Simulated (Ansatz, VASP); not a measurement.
# SnTe3 in VASP and in Ansatz

```
CELL_PARAMETERS angstrom
0.00000 3.86122 3.86122
3.86122 0.00000 3.86122
3.86122 3.86122 0.00000
ATOMIC_POSITIONS crystal
Sn 0.00000 0.00000 0.00000
Te 0.25000 0.25000 0.25000
Te 0.75000 0.75000 0.75000
Te 0.50000 0.50000 0.50000
```

Alike in both runs: task single point; functional PBE; k mesh 10 × 10 × 10; occupations gaussian, width 0.02 eV; no spin polarisation.

```csv
,VASP,Ansatz
version,VASP 6.6.1,Ansatz 0.2.0
potentials or method,"VASP PAW PBE potentials, release 64 (Sn_d, Te), cutoff 520 eV","scalar-relativistic, plane waves, PAW"
valence electrons in the cell,32,62
```

Ansatz gave:

| Quantity | Value |
| --- | --- |
| gap on the k mesh at the Fermi level (eV) | none |
| pressure (GPa) | 0.1 |

Q: What did VASP give for the same quantities?

A: gap on the k mesh at the Fermi level (eV): none; pressure (GPa): 0.0.

A gap of «none» marks a metal or a gap that the smearing closes. VASP's potentials hold 32 valence electrons a cell and Ansatz's 62, so a difference there can come from the potentials and not from the codes.

Neither program's run includes spin-orbit coupling.
